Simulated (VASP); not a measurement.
# Be (P6_3/mmc) in VASP: notebook

Runs on Be. Level: PBEsol. Tasks: single point.

Everything below comes from runs of VASP 6.6.1. Logs are shortened: lines on timing, memory, paths and dates and some standing lists are left out, and cuts for length are marked.

### 1 The cell of the first run

It takes space group P6_3/mmc (No. 194, hexagonal). The conventional cell has a = 2.209 Å, b = 2.209 Å, c = 3.487 Å, α = 90.00°, β = 90.00°, γ = 120.00°. Within 2.9 Å of Be (site symmetry -6m2) lie 12 Be at 2.16 to 2.21 Å.

### 2 Single point, PBEsol (7.37 Å³/atom)

INCAR reads:

```
PREC = Accurate
ENCUT = 520
EDIFF = 1E-6
ISMEAR = 0
SIGMA = 0.1
LREAL = False
LASPH = True
NELM = 100
ALGO = Normal
ISIF = 2
LWAVE = False
LCHARG = False
GGA = PS
NBANDS = 9
```

KPOINTS reads:

```
regular mesh
0
Gamma
  24 24 12
```

POSCAR reads:

```
Be
1.0
    2.2092088205      0.0000000000      0.0000000000
   -1.1046044103      1.9132309608      0.0000000000
    0.0000000000      0.0000000000      3.4866131580
Be
2
Direct
    0.3333333333      0.6666666667      0.2500000000
    0.6666666667      0.3333333333      0.7500000000
```

Potentials or basis: VASP PAW PBE potentials, release 64 (Be).

Run with:

```
$ cat potpaw_PBE.64/Be/POTCAR > POTCAR
$ mpirun -np 1 vasp_std > vasp.out
```

OUTCAR:

```text
PREC = Accurate
   ENCUT = 520
   EDIFF = 1E-6
   ISMEAR = 0
   LREAL = False
   LASPH = True
   NELM = 100
   ISIF = 2
   GGA = PS

 ion  position               nearest neighbor table
   1  0.333  0.667  0.250-   2 2.16   2 2.16   2 2.16   2 2.16   2 2.16   2 2.16
   2  0.667  0.333  0.750-   1 2.16   1 2.16   1 2.16   1 2.16   1 2.16   1 2.16

  LATTYP: Found a hexagonal cell.
 ALAT       =     2.2092088205
 C/A-ratio  =     1.5782180144

  Lattice vectors:

 A1 = (   2.2092088205,   0.0000000000,   0.0000000000)
 A2 = (  -1.1046044103,   1.9132309608,   0.0000000000)
 A3 = (   0.0000000000,   0.0000000000,   3.4866131580)

Analysis of symmetry for initial positions (statically):
=====================================================================
 Subroutine PRICEL returns:
 Original cell was already a primitive cell.

 Routine SETGRP: Setting up the symmetry group for a
 hexagonal supercell.

 Subroutine GETGRP returns: Found 24 space group operations
 (whereof 12 operations were pure point group operations)
 out of a pool of 24 trial point group operations.

The static configuration has the point symmetry D_3d.
 The point group associated with its full space group is D_6h.

Analysis of symmetry for dynamics (positions and initial velocities):
=====================================================================
 Subroutine PRICEL returns:
 Original cell was already a primitive cell.

 Routine SETGRP: Setting up the symmetry group for a
 hexagonal supercell.

 Subroutine GETGRP returns: Found 24 space group operations
 (whereof 12 operations were pure point group operations)
 out of a pool of 24 trial point group operations.

The dynamic configuration has the point symmetry D_3d.
 The point group associated with its full space group is D_6h.

 Subroutine INISYM returns: Found 24 space group operations
 (whereof 12 operations are pure point group operations),
 and found     1 'primitive' translations

----------------------------------------------------------------------------------------

                                     Primitive cell

  volume of cell :      14.7370

  direct lattice vectors                    reciprocal lattice vectors
     2.209208820  0.000000000  0.000000000     0.452650737  0.261338025  0.000000000
    -1.104604410  1.913230961  0.000000000     0.000000000  0.522676049  0.000000000
     0.000000000  0.000000000  3.486613158     0.000000000  0.000000000  0.286811285

  length of vectors
     2.209208820  2.209208821  3.486613158     0.522676049  0.522676049  0.286811285

  position of ions in fractional coordinates (direct lattice)
     0.333333333  0.666666667  0.250000000
     0.666666667  0.333333333  0.750000000

  ion indices of the primitive-cell ions
   primitive index   ion index
                 1           1
                 2           2

----------------------------------------------------------------------------------------

 KPOINTS: regular mesh

Automatic generation of k-mesh.
 Grid dimensions read from file:
 generate k-points for:   24   24   12

 Generating k-lattice:

  Cartesian coordinates                     Fractional coordinates (reciprocal lattice)
     0.018860447  0.010889084  0.000000000     0.041666667  0.000000000  0.000000000
     0.000000000  0.021778169  0.000000000     0.000000000  0.041666667  0.000000000
     0.000000000  0.000000000  0.023900940     0.000000000  0.000000000  0.083333333

  Length of vectors
     0.021778169  0.021778169  0.023900940

  Shift w.r.t. Gamma in fractional coordinates (k-lattice)
     0.000000000  0.000000000  0.000000000

 Subroutine IBZKPT returns following result:
 ===========================================

 Found    427 irreducible k-points:

 Following reciprocal coordinates:
            Coordinates               Weight
  0.000000  0.000000  0.000000      1.000000
  0.041667  0.000000  0.000000      6.000000
  0.083333 -0.000000  0.000000      6.000000
  0.125000  0.000000  0.000000      6.000000
  0.166667  0.000000  0.000000      6.000000
  0.208333  0.000000  0.000000      6.000000
[... 16 lines left out ...]
  0.416667  0.041667  0.000000     12.000000
  0.458333  0.041667  0.000000     12.000000
 [... further k-points ...]
   k-points           NKPTS =    427   k-points in BZ     NKDIM =    427   number of bands    NBANDS=      9
   number of dos      NEDOS =    301   number of ions     NIONS =      2
   total plane-waves  NPLWV =   7168
   dimension x,y,z NGX =    16 NGY =   16 NGZ =   28
   dimension x,y,z NGXF=    32 NGYF=   32 NGZF=   56
   ions per type =               2
   NGX,Y,Z   is equivalent  to a cutoff of  12.04, 12.04, 13.35 a.u.
   NGXF,Y,Z  is equivalent  to a cutoff of  24.08, 24.08, 26.70 a.u.
 SYSTEM =  unknown system
   PREC   = accura    normal or accurate (medium, high low for compatibility)
   ISTART =      0    job   : 0-new  1-cont  2-samecut
   ICHARG =      2    charge: 1-file 2-atom 10-const
   ISPIN  =      1    spin polarized calculation?
   LNONCOLLINEAR =      F non collinear calculations
   LSORBIT =      F    spin-orbit coupling
   LASPH  =      T    aspherical Exc in radial PAW
   ENCUT  =  520.0 eV  38.22 Ry    6.18 a.u.   4.11  4.11  6.48*2*pi/ulx,y,z
   NELM   =    100;   NELMIN=  2; NELMDL= -5     # of ELM steps
   EDIFF  = 0.1E-05   stopping-criterion for ELM
   LREAL  =      F    real-space projection
   EDIFFG = 0.1E-04   stopping-criterion for IOM
   NSW    =      0    number of steps for IOM
   IBRION =     -1    ionic relax: 0-MD 1-quasi-New 2-CG
   NFREE  =      0    steps in history (QN), initial steepest desc. (CG)
   ISIF   =      2    stress and relaxation
   ISYM   =      2    0-nonsym 1-usesym 2-fastsym
   POTIM  = 0.5000    time-step for ionic-motion
   TEBEG  =    0.0;   TEEND  =   0.0 temperature during run
   PSTRESS=    0.0 pullay stress
   NELECT =       4.0000    total number of electrons
   NUPDOWN=      -1.0000    fix difference up-down
   EMIN   =  10.00;   EMAX   =-10.00  energy-range for DOS
   EFERMI =   0.00;   METHOD = LEGACY
   ISMEAR =     0;   SIGMA  =   0.10  broadening in eV -4-tet -1-fermi 0-gaus
   EFERMI_NEDOS =   21; number of points for ismear=-14 and -15
   IALGO  =     38    algorithm
   IMIX   =      4    mixing-type and parameters
     AMIX     =   0.40;   BMIX     =  1.00
     AMIX_MAG =   1.60;   BMIX_MAG =  1.00
  volume/ion in A,a.u.               =       7.37        49.72
  Fermi-wavevector in a.u.,A,eV,Ry     =   1.059967  2.003046 15.286543  1.123529
  Thomas-Fermi vector in A             =   2.195331
   LORBIT       =      0    0 simple, 1 ext, 2 COOP (PROOUT), +10 PAW based schemes
   GGA     = PS    functional components
   LHFCALC =     F    Hartree Fock is set to
   AEXX    =    0.0000 exact exchange contribution
   IVDW    =     0    specifies the selected vdW correction
   LEPSILON=     F    determine dielectric tensor
   LRPA    =     F    only Hartree local field effects (RPA)
 non-spin polarized calculation
 Gauss-broadening in eV      SIGMA  =   0.10
  energy-cutoff  :      520.00
  volume of cell :       14.74
 maximum number of plane-waves:       416
   NGX =  9   NGY =  9   NGZ = 13

 number of electron       4.0000000 magnetization

 Free energy of the ion-electron system (eV)
  ---------------------------------------------------
  ext. energy  EPLUGINS =         0.00000000
  ---------------------------------------------------
  free energy    TOTEN  =        -7.96871768 eV

  energy without entropy =       -7.96766806  energy(sigma->0) =       -7.96819287

 E-fermi :   7.5591     XC(G=0): -10.8415

 val. band max:        7.5317236156   @ k =   0.2917   0.2917   0.0000
 cond. band min:       7.5672615552   @ k =   0.2917   0.2917   0.0833
 fundamental gap:      0.0355379396
 Fermi energy:         7.5590692068

 k-point     1 :       0.0000    0.0000    0.0000
  band No.  band energies     occupation
      1      -4.1262      2.00000
      2       2.8628      2.00000
      3       8.9412      0.00000
      4      24.5506      0.00000
      5      24.5506      0.00000
      6      27.5275      0.00000
      7      27.5275      0.00000
      8      29.7028      0.00000
      9      35.9352      0.00000

 k-point     2 :       0.0417    0.0000    0.0000
  band No.  band energies     occupation
      1      -4.0752      2.00000
      2       2.9317      2.00000
      3       8.9528      0.00000
      4      24.0963      0.00000
      5      24.1868      0.00000
      6      27.5425      0.00000
      7      27.7401      0.00000
      8      29.6078      0.00000
      9      34.9603      0.00000

 k-point     3 :       0.0833   -0.0000    0.0000
  band No.  band energies     occupation
      1      -3.9220      2.00000
      2       3.1382      2.00000
      3       8.9860      0.00000
      4      22.9070      0.00000
      5      23.3738      0.00000
      6      27.5539      0.00000
      7      28.0730      0.00000
      8      29.2924      0.00000
      9      33.3815      0.00000

 k-point     4 :       0.1250    0.0000    0.0000
  band No.  band energies     occupation
      1      -3.6664      2.00000
      2       3.4820      2.00000
      3       9.0341      0.00000
      4      21.3045      0.00000
      5      22.4289      0.00000
      6      27.5020      0.00000
      7      28.1884      0.00000
      8      28.6684      0.00000
      9      31.6294      0.00000
[... 205 lines left out ...]
 k-point    22 :       0.3750    0.0417    0.0000
  band No.  band energies     occupation
      1       0.4846      2.00000
      2       6.6418      2.00000
      3       8.9843      0.00000
      4      14.1936      0.00000
      5      17.3344      0.00000
      6      17.5861      0.00000
      7      20.5500      0.00000
      8      25.7451      0.00000
      9      28.8737      0.00000

 k-point    23 :       0.4167    0.0417    0.0000
  band No.  band energies     occupation
      1       1.4154      2.00000
      2       5.5318      2.00000
      3      10.2063      0.00000
      4      14.4575      0.00000
      5      15.8873      0.00000
      6      16.8374      0.00000
      7      19.7616      0.00000
      8      25.5430      0.00000
      9      28.8957      0.00000

 k-point    24 :       0.4583    0.0417    0.0000
  band No.  band energies     occupation
      1       2.2156      2.00000
      2       4.6203      2.00000
      3      11.2512      0.00000
      4      14.6008      0.00000
      5      14.7560      0.00000
      6      16.4551      0.00000
      7      19.3523      0.00000
      8      25.4403      0.00000
      9      28.9092      0.00000

 [... further k-points ...]

------------------------ aborting loop because EDIFF is reached ----------------------------------------

  FORCE on cell =-STRESS in cart. coord.  units (eV):
  Direction    XX          YY          ZZ          XY          YZ          ZX
  --------------------------------------------------------------------------------------
  -------------------------------------------------------------------------------------
  Total        0.8137655      0.8137655      0.8318986     -0.0000000      0.0000000      0.0000000
  in kB       88.4711969     88.4711969     90.4425976     -0.0000000      0.0000000      0.0000000
  external PRESSURE =      89.1283305 kB  Pullay stress =       0.0000000 kB

 VOLUME and BASIS-vectors are now :
 -----------------------------------------------------------------------------
  energy-cutoff  :      520.00
  volume of cell :       14.74
      direct lattice vectors                 reciprocal lattice vectors
     2.209208820  0.000000000  0.000000000     0.452650737  0.261338025  0.000000000
    -1.104604410  1.913230961  0.000000000     0.000000000  0.522676049  0.000000000
     0.000000000  0.000000000  3.486613158     0.000000000  0.000000000  0.286811285

 POSITION                                       TOTAL-FORCE (eV/Angst)
 -----------------------------------------------------------------------------------
     -0.00000      1.27549      0.87165        -0.000000      0.000000      0.000000
      1.10460      0.63774      2.61496         0.000000     -0.000000      0.000000
 -----------------------------------------------------------------------------------
    total drift:                                0.000000     -0.000000      0.000000

  FREE ENERGIE OF THE ION-ELECTRON SYSTEM (eV)
  ---------------------------------------------------
  free  energy   TOTEN  =        -7.9687176795 eV

  energy  without entropy=       -7.9676680603  energy(sigma->0) =       -7.96819287
```

It took 10 s on 1 thread of Intel Xeon 6975P-C (Granite Rapids), shared host; peak memory 0.15 GiB.

What came out:

* Free energy: -7.9687 eV
* Pressure: 8.9 GPa
* Band gap on the k mesh: zero (bands 2 and 3 overlap by 2.15 eV)

Levels at points of the mesh, in eV from the Fermi level:
```tsv
k point	band 1	band 2	band 3	band 4	band 5	band 6	band 7
(0.00, 0.00, 0.00)	-11.69	-4.70	1.38	16.99	16.99	19.97	19.97
(0.50, 0.00, 0.00)	-5.24	-3.14	3.84	6.78	7.25	9.99	10.75
(0.00, 0.00, 0.50)	-9.48	-9.48	11.28	11.28	18.73	18.73	18.73
(0.50, 0.00, 0.50)	-3.81	-3.81	1.86	1.86	12.73	12.73	16.28
```

Caveat: the cell stands under pressure; the PAW data sets were made with another functional, which shifts forces and pressure a little.

### 3 Single point, PBEsol (7.60 Å³/atom)

This run uses another cell than the first one, of 7.60 Å³/atom.

INCAR reads:

```
ALGO = Normal
EDIFF = 1E-6
ENCUT = 520
GGA = PS
ISIF = 2
ISMEAR = 0
LASPH = T
LCHARG = F
LREAL = F
LWAVE = F
NBANDS = 9
NELM = 100
PREC = Accurate
SIGMA = 0.1
```

KPOINTS reads:

```
k-points
0
Gamma
  24 24 12
```

POSCAR reads:

```
Be
1.0
    2.2335191727      0.0000000000      0.0000000000
   -1.1167595863      1.9342843434      0.0000000000
    0.0000000000      0.0000000000      3.5199931054
Be
2
Direct
    0.3333333333      0.6666666667      0.2500000000
    0.6666666667      0.3333333333      0.7500000000
```

Potentials or basis: VASP PAW PBE potentials, release 64 (Be).

Run with:

```
$ cat potpaw_PBE.64/Be/POTCAR > POTCAR
$ mpirun -np 1 vasp_std > vasp.out
```

Run time: 17 s. Hardware: 1 thread of Intel Xeon 6975P-C (Granite Rapids), shared host; peak memory 0.15 GiB.

It converged, with:

| Property | Result |
| --- | --- |
| Free energy | -7.9880 eV |
| Pressure | 4.4 GPa |
| Band gap on the k mesh | zero (bands 2 and 3 overlap by 2.12 eV) |

Stress tensor (GPa, compression positive):
```
4.31 0.00 0.00
0.00 4.31 0.00
0.00 0.00 4.47
```

Levels at points of the mesh, in eV from the Fermi level:
| k point | band 1 | band 2 | band 3 | band 4 | band 5 | band 6 | band 7 |
| --- | --- | --- | --- | --- | --- | --- | --- |
| (0.00, 0.00, 0.00) | -11.51 | -4.56 | 1.29 | 16.55 | 16.55 | 19.47 | 19.47 |
| (0.50, 0.00, 0.00) | -5.12 | -3.12 | 3.76 | 6.67 | 7.05 | 9.73 | 10.50 |
| (0.00, 0.00, 0.50) | -9.32 | -9.32 | 11.06 | 11.06 | 18.26 | 18.26 | 18.26 |
| (0.50, 0.00, 0.50) | -3.71 | -3.71 | 1.76 | 1.76 | 12.42 | 12.42 | 15.91 |

Caveat: the cell stands under pressure; the PAW data sets were made with another functional, which shifts forces and pressure a little.
